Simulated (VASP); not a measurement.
Runs of VASP 6.6.1 on Mo. The structure is that of space group P6/mmm (No. 191), or close to it. The cells are those of the table. 

```tsv
cell	gap on the mesh (eV)	pressure (GPa)
a = 2.708, b = 2.708, c = 2.529 Å, angles 90.0, 90.0, 120.0°, 1 atom	none	-1.2
a = 2.763, b = 2.763, c = 2.580 Å, angles 90.0, 90.0, 120.0°, 1 atom	none	(a)
a = 2.789, b = 2.789, c = 2.605 Å, angles 90.0, 90.0, 120.0°, 1 atom	none	-18.2
a = 2.680, b = 2.680, c = 2.503 Å, angles 90.0, 90.0, 120.0°, 1 atom	none	6.5
a = 2.736, b = 2.736, c = 2.555 Å, angles 90.0, 90.0, 120.0°, 1 atom	none	(b)
```

Alike in all rows: task single point; level LDA; potentials or basis VASP PAW LDA potentials, release 64 (Mo_sv); no spin polarisation; k mesh 12 × 12 × 11; cutoff (eV) 520; smearing fermi-dirac 0.1 eV.

Question: Estimate the missing entries.

Answer: (a) -13.4; (b) -7.8.

A k mesh can miss the band edges, and the runs leave out spin-orbit coupling on Mo.

A gap of «none» marks levels without a gap at the run's occupations.
